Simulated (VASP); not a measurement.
# AgCl (P4mm) in VASP: single point with PBEsol

Aim: the single point of AgCl with PBEsol.

Everything below comes from runs of VASP 6.6.1. Logs are shortened: lines on timing, memory, paths and dates and some standing lists are left out, and cuts for length are marked.

## 1. The cell of the first run

Symmetry: P4mm, No. 99, tetragonal system. The conventional cell has a = 3.532 Å, b = 3.532 Å, c = 3.635 Å, α = 90.00°, β = 90.00°, γ = 90.00°. Ag (site symmetry 4mm) has 8 Cl at 2.91 to 3.29 Å and 6 Ag at 3.53 to 3.64 Å within 3.8 Å. Within 3.8 Å of Cl (site symmetry 4mm) lie 8 Ag at 2.91 to 3.29 Å and 6 Cl at 3.53 to 3.64 Å.

## 2. Single point, PBEsol (strained and its atoms moved)

INCAR

```
PREC = Accurate ; ENCUT = 520
EDIFF = 1E-7 ; ISMEAR = 0
SIGMA = 0.05 ; LREAL = F
LASPH = T ; NELM = 80
ALGO = Normal ; ISIF = 2
LWAVE = F ; LCHARG = F
GGA = PS ; NBANDS = 16
```

KPOINTS

```
Automatic mesh
0
Gamma
  10 10 10
```

POSCAR

```
AgCl
1.0
    3.5321846278      0.0000000000      0.0000000000
    0.0000000000      3.5321846278      0.0000000000
    0.0000000000      0.0000000000      3.6352038178
Ag Cl
1 1
Direct
    0.0000000000      0.0000000000      0.0436811821
    0.5000000000      0.5000000000      0.4563188179
```

Potentials or basis: VASP PAW PBE potentials, release 64 (Ag, Cl).

The run is started by

```
$ cat potpaw_PBE.64/Ag/POTCAR potpaw_PBE.64/Cl/POTCAR > POTCAR
$ mpirun -np 1 vasp_std > vasp.out
```

OUTCAR:

```text
PREC = Accurate
   ENCUT = 520
   EDIFF = 1E-7
   ISMEAR = 0
   LREAL = F
   LASPH = T
   NELM = 80
   ISIF = 2
   GGA = PS

 ion  position               nearest neighbor table
   1  0.000  0.000  0.044-   2 2.91   2 2.91   2 2.91   2 2.91
   2  0.500  0.500  0.456-   1 2.91   1 2.91   1 2.91   1 2.91

  LATTYP: Found a simple tetragonal cell.
 ALAT       =     3.5321846278
 C/A-ratio  =     1.0291658565

  Lattice vectors:

 A1 = (   3.5321846278,   0.0000000000,   0.0000000000)
 A2 = (   0.0000000000,   3.5321846278,   0.0000000000)
 A3 = (   0.0000000000,   0.0000000000,   3.6352038178)

Analysis of symmetry for initial positions (statically):
=====================================================================
 Subroutine PRICEL returns:
 Original cell was already a primitive cell.

 Routine SETGRP: Setting up the symmetry group for a
 simple tetragonal supercell.

 Subroutine GETGRP returns: Found  8 space group operations
 (whereof  8 operations were pure point group operations)
 out of a pool of 16 trial point group operations.

The static configuration has the point symmetry C_4v.

Analysis of symmetry for dynamics (positions and initial velocities):
=====================================================================
 Subroutine PRICEL returns:
 Original cell was already a primitive cell.

 Routine SETGRP: Setting up the symmetry group for a
 simple tetragonal supercell.

 Subroutine GETGRP returns: Found  8 space group operations
 (whereof  8 operations were pure point group operations)
 out of a pool of 16 trial point group operations.

The dynamic configuration has the point symmetry C_4v.

 Subroutine INISYM returns: Found  8 space group operations
 (whereof  8 operations are pure point group operations),
 and found     1 'primitive' translations

----------------------------------------------------------------------------------------

                                     Primitive cell

  volume of cell :      45.3540

  direct lattice vectors                    reciprocal lattice vectors
     3.532184628  0.000000000  0.000000000     0.283110909  0.000000000  0.000000000
     0.000000000  3.532184628  0.000000000     0.000000000  0.283110909  0.000000000
     0.000000000  0.000000000  3.635203818     0.000000000  0.000000000  0.275087739

  length of vectors
     3.532184628  3.532184628  3.635203818     0.283110909  0.283110909  0.275087739

  position of ions in fractional coordinates (direct lattice)
     0.000000000  0.000000000  0.043681182
     0.500000000  0.500000000  0.456318818

  ion indices of the primitive-cell ions
   primitive index   ion index
                 1           1
                 2           2

----------------------------------------------------------------------------------------

 KPOINTS: Automatic mesh

Automatic generation of k-mesh.
 Grid dimensions read from file:
 generate k-points for:   10   10   10

 Generating k-lattice:

  Cartesian coordinates                     Fractional coordinates (reciprocal lattice)
     0.028311091  0.000000000  0.000000000     0.100000000  0.000000000  0.000000000
     0.000000000  0.028311091  0.000000000     0.000000000  0.100000000  0.000000000
     0.000000000  0.000000000  0.027508774     0.000000000  0.000000000  0.100000000

  Length of vectors
     0.028311091  0.028311091  0.027508774

  Shift w.r.t. Gamma in fractional coordinates (k-lattice)
     0.000000000  0.000000000  0.000000000

 Subroutine IBZKPT returns following result:
 ===========================================

 Found    126 irreducible k-points:

 Following reciprocal coordinates:
            Coordinates               Weight
  0.000000  0.000000  0.000000      1.000000
  0.100000  0.000000  0.000000      4.000000
  0.200000  0.000000  0.000000      4.000000
  0.300000  0.000000  0.000000      4.000000
  0.400000  0.000000  0.000000      4.000000
  0.500000  0.000000  0.000000      2.000000
[... 16 lines left out ...]
  0.100000  0.000000  0.100000      8.000000
  0.200000  0.000000  0.100000      8.000000
 [... further k-points ...]
   k-points           NKPTS =    126   k-points in BZ     NKDIM =    126   number of bands    NBANDS=     16
   number of dos      NEDOS =    301   number of ions     NIONS =      2
   total plane-waves  NPLWV =  21952
   dimension x,y,z NGX =    28 NGY =   28 NGZ =   28
   dimension x,y,z NGXF=    56 NGYF=   56 NGZF=   56
   ions per type =               1   1
   NGX,Y,Z   is equivalent  to a cutoff of  13.18, 13.18, 12.81 a.u.
   NGXF,Y,Z  is equivalent  to a cutoff of  26.36, 26.36, 25.61 a.u.
 SYSTEM =  unknown system
   PREC   = accura    normal or accurate (medium, high low for compatibility)
   ISTART =      0    job   : 0-new  1-cont  2-samecut
   ICHARG =      2    charge: 1-file 2-atom 10-const
   ISPIN  =      1    spin polarized calculation?
   LNONCOLLINEAR =      F non collinear calculations
   LSORBIT =      F    spin-orbit coupling
   LASPH  =      T    aspherical Exc in radial PAW
   ENCUT  =  520.0 eV  38.22 Ry    6.18 a.u.   6.57  6.57  6.76*2*pi/ulx,y,z
   NELM   =     80;   NELMIN=  2; NELMDL= -5     # of ELM steps
   EDIFF  = 0.1E-06   stopping-criterion for ELM
   LREAL  =      F    real-space projection
   EDIFFG = 0.1E-05   stopping-criterion for IOM
   NSW    =      0    number of steps for IOM
   IBRION =     -1    ionic relax: 0-MD 1-quasi-New 2-CG
   NFREE  =      0    steps in history (QN), initial steepest desc. (CG)
   ISIF   =      2    stress and relaxation
   ISYM   =      2    0-nonsym 1-usesym 2-fastsym
   POTIM  = 0.5000    time-step for ionic-motion
   TEBEG  =    0.0;   TEEND  =   0.0 temperature during run
   PSTRESS=    0.0 pullay stress
   NELECT =      18.0000    total number of electrons
   NUPDOWN=      -1.0000    fix difference up-down
   EMIN   =  10.00;   EMAX   =-10.00  energy-range for DOS
   EFERMI =   0.00;   METHOD = LEGACY
   ISMEAR =     0;   SIGMA  =   0.05  broadening in eV -4-tet -1-fermi 0-gaus
   EFERMI_NEDOS =   21; number of points for ismear=-14 and -15
   IALGO  =     38    algorithm
   IMIX   =      4    mixing-type and parameters
     AMIX     =   0.40;   BMIX     =  1.00
     AMIX_MAG =   1.60;   BMIX_MAG =  1.00
  volume/ion in A,a.u.               =      22.68       153.03
  Fermi-wavevector in a.u.,A,eV,Ry     =   1.203078  2.273488 19.693030  1.447397
  Thomas-Fermi vector in A             =   2.338842
   LORBIT       =      0    0 simple, 1 ext, 2 COOP (PROOUT), +10 PAW based schemes
   GGA     = PS    functional components
   LHFCALC =     F    Hartree Fock is set to
   AEXX    =    0.0000 exact exchange contribution
   IVDW    =     0    specifies the selected vdW correction
   LEPSILON=     F    determine dielectric tensor
   LRPA    =     F    only Hartree local field effects (RPA)
 non-spin polarized calculation
 Gauss-broadening in eV      SIGMA  =   0.05
  energy-cutoff  :      520.00
  volume of cell :       45.35
 maximum number of plane-waves:      1241
 NGX is ok and might be reduce to    28
   NGX = 13   NGY = 13   NGZ = 13

 number of electron      17.9999996 magnetization

 Free energy of the ion-electron system (eV)
  ---------------------------------------------------
  ext. energy  EPLUGINS =         0.00000000
  ---------------------------------------------------
  free energy    TOTEN  =        -5.60486059 eV

  energy without entropy =       -5.60486059  energy(sigma->0) =       -5.60486059

 E-fermi :   2.7787     XC(G=0): -10.0002

 val. band max:        2.5836013313   @ k =   0.5000   0.0000   0.0000
 cond. band min:       2.9843048492   @ k =   0.0000   0.0000   0.0000
 fundamental gap:      0.4007035179
 Fermi energy:         2.7786797106

 k-point     1 :       0.0000    0.0000    0.0000
  band No.  band energies     occupation
      1     -11.5074      2.00000
      2      -0.0754      2.00000
      3       0.1076      2.00000
      4       0.6632      2.00000
      5       0.6632      2.00000
      6       0.8949      2.00000
[... 8 lines left out ...]
     15      15.6679      0.00000
     16      18.2253      0.00000

 k-point     2 :       0.1000    0.0000    0.0000
  band No.  band energies     occupation
      1     -11.4751      2.00000
      2      -0.0752      2.00000
      3       0.0404      2.00000
      4       0.5606      2.00000
      5       0.5873      2.00000
      6       0.8768      2.00000
[... 8 lines left out ...]
     15      15.3483      0.00000
     16      18.1519      0.00000

 k-point     3 :       0.2000    0.0000    0.0000
  band No.  band energies     occupation
      1     -11.3882      2.00000
      2      -0.5010      2.00000
      3       0.0175      2.00000
      4       0.3477      2.00000
      5       0.5572      2.00000
      6       0.7024      2.00000
[... 8 lines left out ...]
     15      15.3302      0.00000
     16      18.2131      0.00000

 k-point     4 :       0.3000    0.0000    0.0000
  band No.  band energies     occupation
      1     -11.2757      2.00000
      2      -1.1609      2.00000
      3       0.0617      2.00000
      4       0.1511      2.00000
      5       0.3674      2.00000
      6       0.8910      2.00000
[... 8 lines left out ...]
     15      16.4333      0.00000
     16      18.1177      0.00000

 k-point     5 :       0.4000    0.0000    0.0000
  band No.  band energies     occupation
      1     -11.1801      2.00000
      2      -1.6444      2.00000
      3       0.0207      2.00000
      4       0.0716      2.00000
      5       0.2696      2.00000
      6       0.9044      2.00000
[... 8 lines left out ...]
     15      17.2310      0.00000
     16      18.3628      0.00000

 k-point     6 :       0.5000    0.0000    0.0000
  band No.  band energies     occupation
      1     -11.1424      2.00000
      2      -1.8183      2.00000
      3      -0.0246      2.00000
      4       0.0606      2.00000
      5       0.2528      2.00000
      6       0.9098      2.00000
[... 8 lines left out ...]
     15      17.0487      0.00000
     16      18.3736      0.00000

 k-point     7 :       0.1000    0.1000    0.0000
  band No.  band energies     occupation
      1     -11.4436      2.00000
      2      -0.0831      2.00000
      3       0.0284      2.00000
      4       0.3156      2.00000
      5       0.6694      2.00000
      6       0.7223      2.00000
[... 8 lines left out ...]
     15      15.5754      0.00000
     16      17.6992      0.00000

 k-point     8 :       0.2000    0.1000    0.0000
  band No.  band energies     occupation
      1     -11.3589      2.00000
      2      -0.4783      2.00000
      3       0.0008      2.00000
      4       0.2192      2.00000
      5       0.5512      2.00000
      6       0.7055      2.00000
[... 8 lines left out ...]
     15      15.7363      0.00000
     16      17.4950      0.00000

 k-point     9 :       0.3000    0.1000    0.0000
  band No.  band energies     occupation
      1     -11.2494      2.00000
      2      -1.1019      2.00000
      3       0.0115      2.00000
      4       0.1398      2.00000
      5       0.4022      2.00000
      6       0.8145      2.00000
[... 8 lines left out ...]
     15      16.5355      0.00000
     16      17.5935      0.00000
[... 172 lines left out ...]
 k-point    19 :       0.4000    0.4000    0.0000
  band No.  band energies     occupation
      1     -10.9456      2.00000
      2      -0.8281      2.00000
      3      -0.6061      2.00000
      4       0.3757      2.00000
      5       0.4284      2.00000
      6       0.7904      2.00000
[... 8 lines left out ...]
     15      15.4980      0.00000
     16      17.4149      0.00000

 k-point    20 :       0.5000    0.4000    0.0000
  band No.  band energies     occupation
      1     -10.9193      2.00000
      2      -0.8219      2.00000
      3      -0.5970      2.00000
      4       0.3881      2.00000
      5       0.4175      2.00000
      6       0.7953      2.00000
[... 8 lines left out ...]
     15      15.5102      0.00000
     16      17.0421      0.00000

 k-point    21 :       0.5000    0.5000    0.0000
  band No.  band energies     occupation
      1     -10.8943      2.00000
      2      -0.6763      2.00000
      3      -0.6763      2.00000
      4       0.3921      2.00000
      5       0.4003      2.00000
      6       0.8180      2.00000
[... 8 lines left out ...]
     15      15.3723      0.00000
     16      16.1121      0.00000

 k-point    22 :       0.0000    0.0000    0.1000
  band No.  band energies     occupation
      1     -11.4806      2.00000
      2      -0.1812      2.00000
      3       0.1165      2.00000
      4       0.5627      2.00000
      5       0.5627      2.00000
      6       0.8978      2.00000
[... 8 lines left out ...]
     15      15.4388      0.00000
     16      18.5954      0.00000

 k-point    23 :       0.1000    0.0000    0.1000
  band No.  band energies     occupation
      1     -11.4490      2.00000
      2      -0.1667      2.00000
      3       0.0368      2.00000
      4       0.4582      2.00000
      5       0.4994      2.00000
      6       0.8689      2.00000
[... 8 lines left out ...]
     15      15.7683      0.00000
     16      17.9442      0.00000

 k-point    24 :       0.2000    0.0000    0.1000
  band No.  band energies     occupation
      1     -11.3641      2.00000
      2      -0.4972      2.00000
      3      -0.0457      2.00000
      4       0.3392      2.00000
      5       0.4495      2.00000
      6       0.8530      2.00000
[... 8 lines left out ...]
     15      15.9046      0.00000
     16      17.7069      0.00000

 [... further k-points ...]

------------------------ aborting loop because EDIFF is reached ----------------------------------------

  FORCE on cell =-STRESS in cart. coord.  units (eV):
  Direction    XX          YY          ZZ          XY          YZ          ZX
  --------------------------------------------------------------------------------------
  -------------------------------------------------------------------------------------
  Total       -1.8422798     -1.8422798     -2.0825111      0.0000000      0.0000000      0.0000000
  in kB      -65.0804608    -65.0804608    -73.5668803      0.0000000      0.0000000      0.0000000
  external PRESSURE =     -67.9092673 kB  Pullay stress =       0.0000000 kB

 VOLUME and BASIS-vectors are now :
 -----------------------------------------------------------------------------
  energy-cutoff  :      520.00
  volume of cell :       45.35
      direct lattice vectors                 reciprocal lattice vectors
     3.532184628  0.000000000  0.000000000     0.283110909  0.000000000  0.000000000
     0.000000000  3.532184628  0.000000000     0.000000000  0.283110909  0.000000000
     0.000000000  0.000000000  3.635203818     0.000000000  0.000000000  0.275087739

 POSITION                                       TOTAL-FORCE (eV/Angst)
 -----------------------------------------------------------------------------------
      0.00000      0.00000      0.15879         0.000000      0.000000      0.202862
      1.76609      1.76609      1.65881         0.000000     -0.000000     -0.202862
 -----------------------------------------------------------------------------------
    total drift:                                0.000000     -0.000000     -0.000208

  FREE ENERGIE OF THE ION-ELECTRON SYSTEM (eV)
  ---------------------------------------------------
  free  energy   TOTEN  =        -5.6048605888 eV

  energy  without entropy=       -5.6048605888  energy(sigma->0) =       -5.60486059
```

Run time: 58 s. Hardware: 1 thread of AMD EPYC 7R13 (Zen 3), shared host; peak memory 0.19 GiB.

What came out:

| Item | Value |
| --- | --- |
| Free energy | -5.6049 eV |
| Pressure | -6.8 GPa |
| Largest force | 0.203 eV/Å |
| Band gap on the k mesh | 0.40 eV (least direct gap 1.45 eV) |

Forces on the atoms (eV/Å):
```
Ag   0.000  0.000  0.203
Cl   0.000  0.000 -0.203
```

Caveat: the cell differs from its parent crystal (strained and its atoms moved); the cell stands under tension; the PAW data sets were made with another functional, which shifts forces and pressure a little. A k mesh can miss the band edges.
